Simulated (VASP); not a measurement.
# TePb (Pm-3m) in VASP: settings compared

Aim: see how the results for TePb move with the level of theory and the settings. Levels: revPBE, PBE. Tasks: single point.

Everything below comes from runs of VASP 6.6.1. Logs are shortened: lines on timing, memory, paths and dates and some standing lists are left out, and cuts for length are marked.

## (1) The cell of the first run

The structure is cubic, space group Pm-3m (No. 221). Conventional cell: a = 4.002 Å, b = 4.002 Å, c = 4.002 Å, α = 90.00°, β = 90.00°, γ = 90.00°. Within 4.6 Å of Pb (site symmetry m-3m) lie 8 Te at 3.47 Å and 6 Pb at 4.00 Å. Within 4.6 Å of Te (site symmetry m-3m) lie 8 Pb at 3.47 Å and 6 Te at 4.00 Å.

## (2) Single point, revPBE

Input file INCAR:

```
ALGO = Normal
EDIFF = 1E-7
ENCUT = 520
GGA = RE
ISIF = 2
ISMEAR = -1
LASPH = T
LCHARG = T
LELF = T
LREAL = F
LVHAR = T
LWAVE = F
NBANDS = 17
NELM = 60
PREC = Accurate
SIGMA = 0.05
```

Input file KPOINTS:

```
k-points
0
Gamma
  7 7 7
```

Input file POSCAR:

```
TePb
1.0
    4.0022870000      0.0000000000      0.0000000000
    0.0000000000      4.0022870000      0.0000000000
    0.0000000000      0.0000000000      4.0022870000
Pb Te
1 1
Direct
    0.0000000000      0.0000000000      0.0000000000
    0.5000000000      0.5000000000      0.5000000000
```

Potentials or basis: VASP PAW PBE potentials, release 64 (Pb_d, Te).

Launch:

```bash
> cat potpaw_PBE.64/Pb_d/POTCAR potpaw_PBE.64/Te/POTCAR > POTCAR
> mpirun -np 1 vasp_std > vasp.out
```

OUTCAR:

```text
EDIFF = 1E-7
   ENCUT = 520
   GGA = RE
   ISIF = 2
   ISMEAR = -1
   LASPH = T
   LREAL = F
   NELM = 60
   PREC = Accurate

 ion  position               nearest neighbor table
   1  0.000  0.000  0.000-   2 3.47   2 3.47   2 3.47   2 3.47   2 3.47   2 3.47   2 3.47   2 3.47

   2  0.500  0.500  0.500-   1 3.47   1 3.47   1 3.47   1 3.47   1 3.47   1 3.47   1 3.47   1 3.47

  LATTYP: Found a simple cubic cell.
 ALAT       =     4.0022870000

  Lattice vectors:

 A1 = (   4.0022870000,   0.0000000000,   0.0000000000)
 A2 = (   0.0000000000,   4.0022870000,   0.0000000000)
 A3 = (   0.0000000000,   0.0000000000,   4.0022870000)

Analysis of symmetry for initial positions (statically):
=====================================================================
 Subroutine PRICEL returns:
 Original cell was already a primitive cell.

 Routine SETGRP: Setting up the symmetry group for a
 simple cubic supercell.

 Subroutine GETGRP returns: Found 48 space group operations
 (whereof 48 operations were pure point group operations)
 out of a pool of 48 trial point group operations.

The static configuration has the point symmetry O_h .

Analysis of symmetry for dynamics (positions and initial velocities):
=====================================================================
 Subroutine PRICEL returns:
 Original cell was already a primitive cell.

 Routine SETGRP: Setting up the symmetry group for a
 simple cubic supercell.

 Subroutine GETGRP returns: Found 48 space group operations
 (whereof 48 operations were pure point group operations)
 out of a pool of 48 trial point group operations.

The dynamic configuration has the point symmetry O_h .

 Subroutine INISYM returns: Found 48 space group operations
 (whereof 48 operations are pure point group operations),
 and found     1 'primitive' translations

----------------------------------------------------------------------------------------

                                     Primitive cell

  volume of cell :      64.1098

  direct lattice vectors                    reciprocal lattice vectors
     4.002287000  0.000000000  0.000000000     0.249857144  0.000000000  0.000000000
     0.000000000  4.002287000  0.000000000     0.000000000  0.249857144  0.000000000
     0.000000000  0.000000000  4.002287000     0.000000000  0.000000000  0.249857144

  length of vectors
     4.002287000  4.002287000  4.002287000     0.249857144  0.249857144  0.249857144

  position of ions in fractional coordinates (direct lattice)
     0.000000000  0.000000000  0.000000000
     0.500000000  0.500000000  0.500000000

  ion indices of the primitive-cell ions
   primitive index   ion index
                 1           1
                 2           2

----------------------------------------------------------------------------------------

 KPOINTS: k-points

Automatic generation of k-mesh.
 Grid dimensions read from file:
 generate k-points for:    7    7    7

 Generating k-lattice:

  Cartesian coordinates                     Fractional coordinates (reciprocal lattice)
     0.035693878  0.000000000  0.000000000     0.142857143  0.000000000  0.000000000
     0.000000000  0.035693878  0.000000000     0.000000000  0.142857143  0.000000000
     0.000000000  0.000000000  0.035693878     0.000000000  0.000000000  0.142857143

  Length of vectors
     0.035693878  0.035693878  0.035693878

  Shift w.r.t. Gamma in fractional coordinates (k-lattice)
     0.000000000  0.000000000  0.000000000

 Subroutine IBZKPT returns following result:
 ===========================================

 Found     20 irreducible k-points:

 Following reciprocal coordinates:
            Coordinates               Weight
  0.000000  0.000000  0.000000      1.000000
  0.142857  0.000000  0.000000      6.000000
  0.285714  0.000000  0.000000      6.000000
  0.428571  0.000000  0.000000      6.000000
  0.142857  0.142857  0.000000     12.000000
  0.285714  0.142857  0.000000     24.000000
[... 12 lines left out ...]
  0.428571  0.428571  0.285714     24.000000
  0.428571  0.428571  0.428571      8.000000
   k-points           NKPTS =     20   k-points in BZ     NKDIM =     20   number of bands    NBANDS=     17
   number of dos      NEDOS =    301   number of ions     NIONS =      2
   total plane-waves  NPLWV =  27000
   dimension x,y,z NGX =    30 NGY =   30 NGZ =   30
   dimension x,y,z NGXF=    60 NGYF=   60 NGZF=   60
   ions per type =               1   1
   NGX,Y,Z   is equivalent  to a cutoff of  12.46, 12.46, 12.46 a.u.
   NGXF,Y,Z  is equivalent  to a cutoff of  24.92, 24.92, 24.92 a.u.
 SYSTEM =  unknown system
   PREC   = accura    normal or accurate (medium, high low for compatibility)
   ISTART =      0    job   : 0-new  1-cont  2-samecut
   ICHARG =      2    charge: 1-file 2-atom 10-const
   ISPIN  =      1    spin polarized calculation?
   LNONCOLLINEAR =      F non collinear calculations
   LSORBIT =      F    spin-orbit coupling
   LASPH  =      T    aspherical Exc in radial PAW
   ENCUT  =  520.0 eV  38.22 Ry    6.18 a.u.   7.44  7.44  7.44*2*pi/ulx,y,z
   NELM   =     60;   NELMIN=  2; NELMDL= -5     # of ELM steps
   EDIFF  = 0.1E-06   stopping-criterion for ELM
   LREAL  =      F    real-space projection
   EDIFFG = 0.1E-05   stopping-criterion for IOM
   NSW    =      0    number of steps for IOM
   IBRION =     -1    ionic relax: 0-MD 1-quasi-New 2-CG
   NFREE  =      0    steps in history (QN), initial steepest desc. (CG)
   ISIF   =      2    stress and relaxation
   ISYM   =      2    0-nonsym 1-usesym 2-fastsym
   POTIM  = 0.5000    time-step for ionic-motion
   TEBEG  =    0.0;   TEEND  =   0.0 temperature during run
   PSTRESS=    0.0 pullay stress
   NELECT =      20.0000    total number of electrons
   NUPDOWN=      -1.0000    fix difference up-down
   EMIN   =  10.00;   EMAX   =-10.00  energy-range for DOS
   EFERMI =   0.00;   METHOD = LEGACY
   ISMEAR =    -1;   SIGMA  =   0.05  broadening in eV -4-tet -1-fermi 0-gaus
   EFERMI_NEDOS =   21; number of points for ismear=-14 and -15
   IALGO  =     38    algorithm
   IMIX   =      4    mixing-type and parameters
     AMIX     =   0.40;   BMIX     =  1.00
     AMIX_MAG =   1.60;   BMIX_MAG =  1.00
  volume/ion in A,a.u.               =      32.05       216.32
  Fermi-wavevector in a.u.,A,eV,Ry     =   1.110307  2.098177 16.773027  1.232783
  Thomas-Fermi vector in A             =   2.246857
   LORBIT       =      0    0 simple, 1 ext, 2 COOP (PROOUT), +10 PAW based schemes
   GGA     = RE    functional components
   LHFCALC =     F    Hartree Fock is set to
   AEXX    =    0.0000 exact exchange contribution
   IVDW    =     0    specifies the selected vdW correction
   LEPSILON=     F    determine dielectric tensor
   LRPA    =     F    only Hartree local field effects (RPA)
 non-spin polarized calculation
  energy-cutoff  :      520.00
  volume of cell :       64.11
 maximum number of plane-waves:      1751
 NGX is ok and might be reduce to    30
   NGX = 15   NGY = 15   NGZ = 15

 number of electron      20.0000009 magnetization

 Free energy of the ion-electron system (eV)
  ---------------------------------------------------
  ext. energy  EPLUGINS =         0.00000000
  ---------------------------------------------------
  free energy    TOTEN  =        -6.43355510 eV

  energy without entropy =       -6.42059192  energy(sigma->0) =       -6.42707351

 E-fermi :   6.4758     XC(G=0):  -9.6107

 val. band max:        6.4692332485   @ k =   0.4286   0.2857   0.0000
 cond. band min:       6.5151468353   @ k =   0.4286   0.4286   0.2857
 fundamental gap:      0.0459135868
 Fermi energy:         6.4757996889

 k-point     1 :       0.0000    0.0000    0.0000
  band No.  band energies     occupation
      1     -10.7541      2.00000
      2     -10.7541      2.00000
      3     -10.6704      2.00000
      4     -10.6704      2.00000
      5     -10.6704      2.00000
      6      -5.6751      2.00000
[... 9 lines left out ...]
     16      16.4425      0.00000
     17      17.4718      0.00000

 k-point     2 :       0.1429    0.0000    0.0000
  band No.  band energies     occupation
      1     -10.7534      2.00000
      2     -10.7412      2.00000
      3     -10.6751      2.00000
      4     -10.6751      2.00000
      5     -10.6701      2.00000
      6      -5.5131      2.00000
[... 9 lines left out ...]
     16      16.5165      0.00000
     17      16.8611      0.00000

 k-point     3 :       0.2857    0.0000    0.0000
  band No.  band energies     occupation
      1     -10.7520      2.00000
      2     -10.7125      2.00000
      3     -10.6857      2.00000
      4     -10.6857      2.00000
      5     -10.6694      2.00000
      6      -5.0537      2.00000
[... 9 lines left out ...]
     16      14.7883      0.00000
     17      17.0532      0.00000

 k-point     4 :       0.4286    0.0000    0.0000
  band No.  band energies     occupation
      1     -10.7508      2.00000
      2     -10.6941      2.00000
      3     -10.6941      2.00000
      4     -10.6894      2.00000
      5     -10.6687      2.00000
      6      -4.4634      2.00000
[... 9 lines left out ...]
     16      17.0626      0.00000
     17      17.8679      0.00000
[... 263 lines left out ...]
      1     -10.7166      2.00000
      2     -10.7105      2.00000
      3     -10.6996      2.00000
      4     -10.6861      2.00000
      5     -10.6625      2.00000
      6      -3.6754      2.00000
[... 9 lines left out ...]
     16      16.0213      0.00000
     17      18.3390      0.00000

 k-point    19 :       0.4286    0.4286    0.2857
  band No.  band energies     occupation
      1     -10.7260      2.00000
      2     -10.7096      2.00000
      3     -10.7089      2.00000
      4     -10.6738      2.00000
      5     -10.6495      2.00000
      6      -3.4501      2.00000
[... 9 lines left out ...]
     16      17.5462      0.00000
     17      18.7345      0.00000

 k-point    20 :       0.4286    0.4286    0.4286
  band No.  band energies     occupation
      1     -10.7216      2.00000
      2     -10.7198      2.00000
      3     -10.7198      2.00000
      4     -10.6489      2.00000
      5     -10.6489      2.00000
      6      -3.2917      2.00000
[... 9 lines left out ...]
     16      18.8997      0.00000
     17      20.8736      0.00000

------------------------ aborting loop because EDIFF is reached ----------------------------------------

  FORCE on cell =-STRESS in cart. coord.  units (eV):
  Direction    XX          YY          ZZ          XY          YZ          ZX
  --------------------------------------------------------------------------------------
  -------------------------------------------------------------------------------------
  Total        0.4243630      0.4243630      0.4243630      0.0000000      0.0000000     -0.0000000
  in kB       10.6053116     10.6053116     10.6053116      0.0000000      0.0000000     -0.0000000
  external PRESSURE =      10.6053116 kB  Pullay stress =       0.0000000 kB

 VOLUME and BASIS-vectors are now :
 -----------------------------------------------------------------------------
  energy-cutoff  :      520.00
  volume of cell :       64.11
      direct lattice vectors                 reciprocal lattice vectors
     4.002287000  0.000000000  0.000000000     0.249857144  0.000000000  0.000000000
     0.000000000  4.002287000  0.000000000     0.000000000  0.249857144  0.000000000
     0.000000000  0.000000000  4.002287000     0.000000000  0.000000000  0.249857144

 POSITION                                       TOTAL-FORCE (eV/Angst)
 -----------------------------------------------------------------------------------
      0.00000      0.00000      0.00000         0.000000      0.000000      0.000000
      2.00114      2.00114      2.00114         0.000000      0.000000      0.000000
 -----------------------------------------------------------------------------------
    total drift:                                0.000000     -0.000000     -0.000000

  FREE ENERGIE OF THE ION-ELECTRON SYSTEM (eV)
  ---------------------------------------------------
  free  energy   TOTEN  =        -6.4335550982 eV

  energy  without entropy=       -6.4205919197  energy(sigma->0) =       -6.42707351
```

Run time: 43 s. Hardware: 1 thread of Intel Xeon 8259CL, shared host; peak memory 0.18 GiB.

What came out:

| Quantity | Value |
| --- | --- |
| Free energy | -6.4336 eV |
| Pressure | 1.1 GPa |
| Band gap on the k mesh | zero (bands 10 and 11 overlap by 0.77 eV) |

Caveat: semilocal functionals underestimate gaps, so a narrow gap can read as zero; the PAW data sets were made with another functional, which shifts forces and pressure a little; spin-orbit coupling is left out, which moves the levels of the heavy elements.

## (3) Single point, PBE

Input file INCAR:

```
PREC = Accurate
ENCUT = 520
EDIFF = 1E-6
ISMEAR = 0
SIGMA = 0.022
LREAL = F
LASPH = T
NELM = 80
ALGO = Normal
ISIF = 2
LWAVE = F
LCHARG = T
GGA = PE
LELF = T
LVHAR = T
NBANDS = 17
```

Input file KPOINTS:

```
regular mesh
0
Gamma
  7 7 7
```

POSCAR is that of step 2.

Potentials or basis: VASP PAW PBE potentials, release 64 (Pb_d, Te).

Launch:

```bash
> cat potpaw_PBE.64/Pb_d/POTCAR potpaw_PBE.64/Te/POTCAR > POTCAR
> mpirun -np 1 vasp_std > vasp.out
```

It took 39 s on 1 thread of Intel Xeon 8259CL, shared host; peak memory 0.18 GiB.

It converged, with:

```yaml
Free_energy: -7.0523 eV
Pressure: 0.1 GPa
Band_gap_on_the_k_mesh: zero (bands 10 and 11 overlap by 0.80 eV)
```

Levels at points of the mesh, in eV from the Fermi level:
```csv
k point,band 7,band 8,band 9,band 10,band 11,band 12,band 13,band 14
"(0.00, 0.00, 0.00)",-6.79,-1.57,-1.57,-1.57,4.00,4.00,5.22,5.22
```

Caveat: spin-orbit coupling is left out, which moves the levels of the heavy elements.
